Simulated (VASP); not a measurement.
# CuI (Pm-3m) in VASP: further runs

The runs below take CuI through single point, relaxation of cell and atoms, with HSE06.

All numbers are computed with VASP 6.6.1; they aren't measurements. Logs are shortened: lines on timing, memory, paths and dates and some standing lists are left out, and cuts for length are marked.

## (1) The cell of the first run

Symmetry: Pm-3m, No. 221, cubic system. Conventional cell: a = 3.724 Å, b = 3.724 Å, c = 3.724 Å, α = 90.00°, β = 90.00°, γ = 90.00°. Cu (site symmetry m-3m) has 8 I at 3.22 Å and 6 Cu at 3.72 Å within 4.2 Å. I (site symmetry m-3m) has 8 Cu at 3.22 Å and 6 I at 3.72 Å within 4.2 Å.

## (2) Single point, HSE06

The input, POSCAR:

```
CuI
1.0
    3.7236981966      0.0000000000      0.0000000000
    0.0000000000      3.7236981966      0.0000000000
    0.0000000000      0.0000000000      3.7236981966
Cu I
1 1
Direct
    0.0000000000      0.0000000000      0.0000000000
    0.5000000000      0.5000000000      0.5000000000
```

The input, INCAR.step1:

```
PREC     = Accurate       # precision mode
ENCUT    = 520            # plane-wave cutoff, eV
EDIFF    = 1E-5           # SCF threshold, eV
ISMEAR   = -1             # smearing method
SIGMA    = 0.02           # smearing width, eV
LREAL    = False          # projectors in reciprocal space
LASPH    = True           # aspherical terms in the spheres
NELM     = 80             # most SCF steps
ALGO     = Normal         # electronic algorithm
ISIF     = 2              # what is computed and relaxed
LWAVE    = True           # write WAVECAR
LCHARG   = False          # write CHGCAR
NBANDS   = 16             # bands
GGA      = PE             # functional
```

The input, INCAR.step2:

```
PREC     = Accurate       # precision mode
ENCUT    = 520            # plane-wave cutoff, eV
EDIFF    = 1E-6           # SCF threshold, eV
ISMEAR   = -1             # smearing method
SIGMA    = 0.02           # smearing width, eV
LREAL    = False          # projectors in reciprocal space
LASPH    = True           # aspherical terms in the spheres
NELM     = 80             # most SCF steps
ALGO     = Normal         # electronic algorithm
ISIF     = 2              # what is computed and relaxed
LWAVE    = False          # write WAVECAR
LCHARG   = False          # write CHGCAR
GGA      = PE             # functional
LHFCALC  = True           # exact exchange
HFSCREEN = 0.2079         # screening, 1/A
PRECFOCK = Normal       
NBANDS   = 16             # bands
ISTART   = 1
```

The input, KPOINTS:

```
regular mesh
0
Gamma
  4 4 4
```

Potentials or basis: VASP PAW PBE potentials, release 64 (Cu, I).

Command:

```console
> cat potpaw_PBE.64/Cu/POTCAR potpaw_PBE.64/I/POTCAR > POTCAR
> cp INCAR.step1 INCAR
> mpirun -np 1 vasp_std > vasp.out
> cp INCAR.step2 INCAR
> mpirun -np 1 vasp_std > vasp.out
```

OUTCAR:

```text
PREC = Accurate
   ENCUT = 520
   EDIFF = 1E-6
   ISMEAR = -1
   LREAL = False
   LASPH = True
   NELM = 80
   ISIF = 2
   GGA = PE
   LHFCALC = True
   HFSCREEN = 0.2079
   PRECFOCK = Normal
   ISTART = 1

 ion  position               nearest neighbor table
   1  0.000  0.000  0.000-
   2  0.500  0.500  0.500-

  LATTYP: Found a simple cubic cell.
 ALAT       =     3.7236981966

  Lattice vectors:

 A1 = (   3.7236981966,   0.0000000000,   0.0000000000)
 A2 = (   0.0000000000,   3.7236981966,   0.0000000000)
 A3 = (   0.0000000000,   0.0000000000,   3.7236981966)

Analysis of symmetry for initial positions (statically):
=====================================================================
 Subroutine PRICEL returns:
 Original cell was already a primitive cell.

 Routine SETGRP: Setting up the symmetry group for a
 simple cubic supercell.

 Subroutine GETGRP returns: Found 48 space group operations
 (whereof 48 operations were pure point group operations)
 out of a pool of 48 trial point group operations.

The static configuration has the point symmetry O_h .

Analysis of symmetry for dynamics (positions and initial velocities):
=====================================================================
 Subroutine PRICEL returns:
 Original cell was already a primitive cell.

 Routine SETGRP: Setting up the symmetry group for a
 simple cubic supercell.

 Subroutine GETGRP returns: Found 48 space group operations
 (whereof 48 operations were pure point group operations)
 out of a pool of 48 trial point group operations.

The dynamic configuration has the point symmetry O_h .

 Subroutine INISYM returns: Found 48 space group operations
 (whereof 48 operations are pure point group operations),
 and found     1 'primitive' translations

----------------------------------------------------------------------------------------

                                     Primitive cell

  volume of cell :      51.6325

  direct lattice vectors                    reciprocal lattice vectors
     3.723698197  0.000000000  0.000000000     0.268550228  0.000000000  0.000000000
     0.000000000  3.723698197  0.000000000     0.000000000  0.268550228  0.000000000
     0.000000000  0.000000000  3.723698197     0.000000000  0.000000000  0.268550228

  length of vectors
     3.723698197  3.723698197  3.723698197     0.268550228  0.268550228  0.268550228

  position of ions in fractional coordinates (direct lattice)
     0.000000000  0.000000000  0.000000000
     0.500000000  0.500000000  0.500000000

  ion indices of the primitive-cell ions
   primitive index   ion index
                 1           1
                 2           2

----------------------------------------------------------------------------------------

 KPOINTS: regular mesh

Automatic generation of k-mesh.
 Grid dimensions read from file:
 generate k-points for:    4    4    4

 Generating k-lattice:

  Cartesian coordinates                     Fractional coordinates (reciprocal lattice)
     0.067137557  0.000000000  0.000000000     0.250000000  0.000000000  0.000000000
     0.000000000  0.067137557  0.000000000     0.000000000  0.250000000  0.000000000
     0.000000000  0.000000000  0.067137557     0.000000000  0.000000000  0.250000000

  Length of vectors
     0.067137557  0.067137557  0.067137557

  Shift w.r.t. Gamma in fractional coordinates (k-lattice)
     0.000000000  0.000000000  0.000000000

 Subroutine IBZKPT returns following result:
 ===========================================

 Found     10 irreducible k-points:

 Following reciprocal coordinates:
            Coordinates               Weight
  0.000000  0.000000  0.000000      1.000000
  0.250000  0.000000  0.000000      6.000000
  0.500000  0.000000  0.000000      3.000000
  0.250000  0.250000  0.000000     12.000000
  0.500000  0.250000  0.000000     12.000000
  0.500000  0.500000  0.000000      3.000000
  0.250000  0.250000  0.250000      8.000000
  0.500000  0.250000  0.250000     12.000000
  0.500000  0.500000  0.250000      6.000000
  0.500000  0.500000  0.500000      1.000000
   k-points           NKPTS =     10   k-points in BZ     NKDIM =     64   number of bands    NBANDS=     16
   number of dos      NEDOS =    301   number of ions     NIONS =      2
   total plane-waves  NPLWV =  21952
   dimension x,y,z NGX =    28 NGY =   28 NGZ =   28
   dimension x,y,z NGXF=    56 NGYF=   56 NGZF=   56
   ions per type =               1   1
   NGX,Y,Z   is equivalent  to a cutoff of  12.50, 12.50, 12.50 a.u.
   NGXF,Y,Z  is equivalent  to a cutoff of  25.00, 25.00, 25.00 a.u.
 SYSTEM =  unknown system
   PREC   = accura    normal or accurate (medium, high low for compatibility)
   ISTART =      1    job   : 0-new  1-cont  2-samecut
   ICHARG =      0    charge: 1-file 2-atom 10-const
   ISPIN  =      1    spin polarized calculation?
   LNONCOLLINEAR =      F non collinear calculations
   LSORBIT =      F    spin-orbit coupling
   LASPH  =      T    aspherical Exc in radial PAW
   ENCUT  =  520.0 eV  38.22 Ry    6.18 a.u.   6.92  6.92  6.92*2*pi/ulx,y,z
   NELM   =     80;   NELMIN=  2; NELMDL=  0     # of ELM steps
   EDIFF  = 0.1E-05   stopping-criterion for ELM
   LREAL  =      F    real-space projection
   EDIFFG = 0.1E-04   stopping-criterion for IOM
   NSW    =      0    number of steps for IOM
   IBRION =     -1    ionic relax: 0-MD 1-quasi-New 2-CG
   NFREE  =      0    steps in history (QN), initial steepest desc. (CG)
   ISIF   =      2    stress and relaxation
   ISYM   =      3    0-nonsym 1-usesym 2-fastsym
   POTIM  = 0.5000    time-step for ionic-motion
   TEBEG  =    0.0;   TEEND  =   0.0 temperature during run
   PSTRESS=    0.0 pullay stress
   NELECT =      18.0000    total number of electrons
   NUPDOWN=      -1.0000    fix difference up-down
   EMIN   =  10.00;   EMAX   =-10.00  energy-range for DOS
   EFERMI =   0.00;   METHOD = LEGACY
   ISMEAR =    -1;   SIGMA  =   0.02  broadening in eV -4-tet -1-fermi 0-gaus
   EFERMI_NEDOS =   21; number of points for ismear=-14 and -15
   IALGO  =     38    algorithm
   IMIX   =      1    mixing-type and parameters
     AMIX     =   0.40;   BMIX     =  1.00
     AMIX_MAG =   1.60;   BMIX_MAG =  1.00
  volume/ion in A,a.u.               =      25.82       174.22
  Fermi-wavevector in a.u.,A,eV,Ry     =   1.152191  2.177326 18.062338  1.327544
  Thomas-Fermi vector in A             =   2.288844
   LORBIT       =      0    0 simple, 1 ext, 2 COOP (PROOUT), +10 PAW based schemes
   GGA     = PE    functional components
   LHFCALC =     T    Hartree Fock is set to
   PRECFOCK=normal    Normal, Fast or Accurate (Low or Medium for compatibility)
   ENCUT4O =  -1.0   cutoff for four orbital integrals eV
   NKREDX  =     1    reduce k-point grid by
   NKREDY  =     1    reduce k-point grid by
   NKREDZ  =     1    reduce k-point grid by
   AEXX    =    0.2500 exact exchange contribution
   HFSCREEN=    0.2079 screening length (either q_TF or 0.3 A-1)
   HFSCREENC=   0.2079 screening length for correlation (either q_TF or 0.3 A-1)
   ENCUTFOCK=  -1.0 apply spherical cutoff to Coloumb kernel
   IVDW    =     0    specifies the selected vdW correction
   LEPSILON=     F    determine dielectric tensor
   LRPA    =     F    only Hartree local field effects (RPA)
 non-spin polarized calculation
  energy-cutoff  :      520.00
  volume of cell :       51.63
 maximum number of plane-waves:      1406
 NGX is ok and might be reduce to    28
  NGX = 24; NGY = 24; NGZ = 24

 number of electron      18.0000029 magnetization

 Free energy of the ion-electron system (eV)
  ---------------------------------------------------
  ext. energy  EPLUGINS =         0.00000000
  ---------------------------------------------------
  free energy    TOTEN  =        -4.97828010 eV

  energy without entropy =       -4.97828010  energy(sigma->0) =       -4.97828010

 E-fermi :   4.6558     XC(G=0):  -7.9735

 val. band max:        4.2929105945   @ k =   0.5000   0.0000   0.0000
 cond. band min:       4.9922502121   @ k =   0.5000   0.5000   0.0000
 fundamental gap:      0.6993396176
 Fermi energy:         4.6557946955

 k-point     1 :       0.0000    0.0000    0.0000
  band No.  band energies     occupation
      1     -10.0531      2.00000
      2       1.6143      2.00000
      3       1.6143      2.00000
      4       1.9080      2.00000
      5       1.9080      2.00000
      6       1.9080      2.00000
[... 8 lines left out ...]
     15      15.8229      0.00000
     16      18.8711      0.00000

 k-point     2 :       0.2500    0.0000    0.0000
  band No.  band energies     occupation
      1      -9.7207      2.00000
      2       0.0193      2.00000
      3       1.6157      2.00000
      4       1.6157      2.00000
      5       1.6500      2.00000
      6       1.9156      2.00000
[... 8 lines left out ...]
     15      15.1042      0.00000
     16      17.1405      0.00000

 k-point     3 :       0.5000    0.0000    0.0000
  band No.  band energies     occupation
      1      -9.3210      2.00000
      2      -1.5939      2.00000
      3       1.4411      2.00000
      4       1.4411      2.00000
      5       1.6860      2.00000
      6       1.9233      2.00000
[... 8 lines left out ...]
     15      15.2600      0.00000
     16      19.4793      0.00000

 k-point     4 :       0.2500    0.2500    0.0000
  band No.  band energies     occupation
      1      -9.4107      2.00000
      2       0.1370      2.00000
      3       0.8163      2.00000
      4       1.6422      2.00000
      5       1.7450      2.00000
      6       1.8528      2.00000
[... 8 lines left out ...]
     15      15.9731      0.00000
     16      16.2967      0.00000

 k-point     5 :       0.5000    0.2500    0.0000
  band No.  band energies     occupation
      1      -9.0439      2.00000
      2      -1.0084      2.00000
      3       0.9501      2.00000
      4       1.6120      2.00000
      5       1.7465      2.00000
      6       1.8589      2.00000
[... 8 lines left out ...]
     15      16.5726      0.00000
     16      17.9835      0.00000

 k-point     6 :       0.5000    0.5000    0.0000
  band No.  band energies     occupation
      1      -8.7232      2.00000
      2      -0.1207      2.00000
      3      -0.1207      2.00000
      4       1.6794      2.00000
      5       1.7965      2.00000
      6       1.7965      2.00000
[... 8 lines left out ...]
     15      15.2334      0.00000
     16      15.2334      0.00000

 k-point     7 :       0.2500    0.2500    0.2500
  band No.  band energies     occupation
      1      -9.1142      2.00000
      2       0.6062      2.00000
      3       0.7939      2.00000
      4       0.7939      2.00000
      5       1.8455      2.00000
      6       1.8455      2.00000
[... 8 lines left out ...]
     15      15.2665      0.00000
     16      17.3853      0.00000

 k-point     8 :       0.5000    0.2500    0.2500
  band No.  band energies     occupation
      1      -8.7666      2.00000
      2      -0.5634      2.00000
      3       0.7675      2.00000
      4       1.5482      2.00000
      5       1.8622      2.00000
      6       1.8634      2.00000
[... 8 lines left out ...]
     15      15.9087      0.00000
     16      17.9899      0.00000

 k-point     9 :       0.5000    0.5000    0.2500
  band No.  band energies     occupation
      1      -8.4454      2.00000
      2      -0.0453      2.00000
      3      -0.0453      2.00000
      4       1.0686      2.00000
      5       1.9026      2.00000
      6       2.1063      2.00000
[... 8 lines left out ...]
     15      19.5175      0.00000
     16      19.5175      0.00000

 k-point    10 :       0.5000    0.5000    0.5000
  band No.  band energies     occupation
      1      -8.1228      2.00000
      2       0.0079      2.00000
      3       0.0079      2.00000
      4       0.0079      2.00000
      5       2.1129      2.00000
      6       2.1129      2.00000
[... 8 lines left out ...]
     15      22.1880      0.00000
     16      22.1880      0.00000

------------------------ aborting loop because EDIFF is reached ----------------------------------------

  FORCE on cell =-STRESS in cart. coord.  units (eV):
  Direction    XX          YY          ZZ          XY          YZ          ZX
  --------------------------------------------------------------------------------------
  -------------------------------------------------------------------------------------
  Total       -0.0616028     -0.0616028     -0.0616028      0.0000000      0.0000000     -0.0000000
  in kB       -1.9115577     -1.9115577     -1.9115577      0.0000000      0.0000000     -0.0000000
  external PRESSURE =      -1.9115577 kB  Pullay stress =       0.0000000 kB

 VOLUME and BASIS-vectors are now :
 -----------------------------------------------------------------------------
  energy-cutoff  :      520.00
  volume of cell :       51.63
      direct lattice vectors                 reciprocal lattice vectors
     3.723698197  0.000000000  0.000000000     0.268550228  0.000000000  0.000000000
     0.000000000  3.723698197  0.000000000     0.000000000  0.268550228  0.000000000
     0.000000000  0.000000000  3.723698197     0.000000000  0.000000000  0.268550228

 POSITION                                       TOTAL-FORCE (eV/Angst)
 -----------------------------------------------------------------------------------
      0.00000      0.00000      0.00000         0.000000      0.000000      0.000000
      1.86185      1.86185      1.86185         0.000000      0.000000      0.000000
 -----------------------------------------------------------------------------------
    total drift:                               -0.000002     -0.000002     -0.000005

  FREE ENERGIE OF THE ION-ELECTRON SYSTEM (eV)
  ---------------------------------------------------
  free  energy   TOTEN  =        -4.9782801000 eV

  energy  without entropy=       -4.9782800965  energy(sigma->0) =       -4.97828010
```

Wall time 6.3 min (1 thread of Intel Xeon Platinum 8488C (Sapphire Rapids), shared host); peak memory 0.27 GiB.

What came out:

```yaml
Free_energy: -4.9783 eV
Pressure: -0.2 GPa
Band_gap_on_the_k_mesh: 0.70 eV (least direct gap 0.74 eV)
```

Levels at points of the mesh, in eV from the valence-band top:
```tsv
k point	band 7	band 8	band 9	band 10	band 11	band 12
(0.00, 0.00, 0.00)	-1.33	-1.33	-1.33	0.78	6.63	6.63
(0.50, 0.00, 0.00)	-2.15	0.00	0.00	4.54	5.26	7.63
(0.50, 0.50, 0.00)	-2.40	-2.19	-0.04	0.70	8.55	8.55
(0.50, 0.50, 0.50)	-1.25	-1.25	-1.25	3.01	3.01	3.01
```

Caveat: the k points lie up to 0.42 Å⁻¹ apart; the structure was generated, so it needn't be the stable form of CuI; the PAW data sets were made with another functional, which shifts forces and pressure a little; spin-orbit coupling is left out, which moves the levels of the heavy elements. A k mesh can miss the band edges.

## (3) Relaxation of cell and atoms, HSE06

This run uses another cell than the first one, of 24.54 Å³/atom.

The input, POSCAR:

```
CuI
1.0
    3.6613896848      0.0000000000      0.0000000000
    0.0000000000      3.6613896848      0.0000000000
    0.0000000000      0.0000000000      3.6613896848
Cu I
1 1
Direct
    0.0000000000      0.0000000000      0.0000000000
    0.5000000000      0.5000000000      0.5000000000
```

The input, INCAR.step1:

```
SYSTEM = CuI
ALGO = Normal
EDIFF = 1E-5
ENCUT = 600
GGA = PE
ISMEAR = -1
LASPH = .TRUE.
LCHARG = .FALSE.
LREAL = .FALSE.
LWAVE = .TRUE.
NBANDS = 16
NELM = 60
PREC = Accurate
SIGMA = 0.02
```

The input, INCAR.step2:

```
SYSTEM = CuI
ALGO = Normal
EDIFF = 1E-6
EDIFFG = -0.005
ENCUT = 600
GGA = PE
HFSCREEN = 0.2079
IBRION = 2
ISIF = 3
ISMEAR = -1
ISTART = 1
LASPH = .TRUE.
LCHARG = .FALSE.
LHFCALC = .TRUE.
LREAL = .FALSE.
LWAVE = .FALSE.
NELM = 60
NSW = 80
PREC = Accurate
PRECFOCK = Normal
SIGMA = 0.02
```

The input, KPOINTS:

```
k-points
0
G
  4 4 4
  0 0 0
```

Potentials or basis: VASP PAW PBE potentials, release 64 (Cu, I).

Command:

```console
> cat potpaw_PBE.64/Cu/POTCAR potpaw_PBE.64/I/POTCAR > POTCAR
> cp INCAR.step1 INCAR
> mpirun -np 1 vasp_std > vasp.out
> cp INCAR.step2 INCAR
> mpirun -np 1 vasp_std > vasp.out
```

It took 17 min on 1 thread of Intel Xeon Platinum 8488C (Sapphire Rapids), shared host; peak memory 0.28 GiB.

It converged, with:

* Free energy: -4.9782 eV
* Relaxed volume: 25.68 Å³/atom
* Relaxed cell: a = 3.717 Å, b = 3.717 Å, c = 3.717 Å, α = 90.00°, β = 90.00°, γ = 90.00°
* Space group after relaxing (to 0.1 Å): Pm-3m (No. 221)
* Energy gained by relaxing: 6.4 meV/atom
* Ionic steps: 4
* Pressure after relaxing: 0.0 GPa
* Band gap on the k mesh: 0.68 eV (least direct gap 0.72 eV)

Step by step:
| step | energy change (eV) | largest force (eV/Å) | pressure (GPa) | volume (Å³) |
| --- | --- | --- | --- | --- |
| 1 | 0.0000 | 0.0000 | 1.72 | 49.08 |
| 2 | -0.0123 | 0.0000 | 0.29 | 50.98 |
| 3 | -0.0127 | 0.0000 | 0.03 | 51.31 |
| 4 | -0.0127 | 0.0000 | 0.02 | 51.35 |

Final structure:
```
Cu I
1.0
     3.71699    0.00000    0.00000
     0.00000    3.71699    0.00000
     0.00000    0.00000    3.71699
Cu I
1 1
Direct
  0.00000 0.00000 0.00000
  0.50000 0.50000 0.50000
```

Levels at points of the mesh, in eV from the valence-band top:
| k point | band 5 | band 6 | band 7 | band 8 | band 9 | band 10 | band 11 | band 12 | band 13 |
| --- | --- | --- | --- | --- | --- | --- | --- | --- | --- |
| (0.00, 0.00, 0.00) | -2.40 | -2.40 | -1.34 | -1.34 | -1.34 | 0.78 | 6.62 | 6.62 | 11.56 |
| (0.50, 0.00, 0.00) | -2.63 | -2.39 | -2.16 | 0.00 | 0.00 | 4.54 | 5.28 | 7.63 | 7.63 |
| (0.50, 0.50, 0.00) | -2.52 | -2.52 | -2.42 | -2.21 | -0.04 | 0.68 | 8.56 | 8.56 | 8.74 |
| (0.50, 0.50, 0.50) | -2.20 | -2.20 | -1.26 | -1.26 | -1.26 | 2.98 | 2.98 | 2.98 | 3.56 |

Caveat: the k points lie up to 0.42 Å⁻¹ apart in the final cell; the structure was generated, so it needn't be the stable form of CuI; the PAW data sets were made with another functional, which shifts forces and pressure a little; spin-orbit coupling is left out, which moves the levels of the heavy elements.
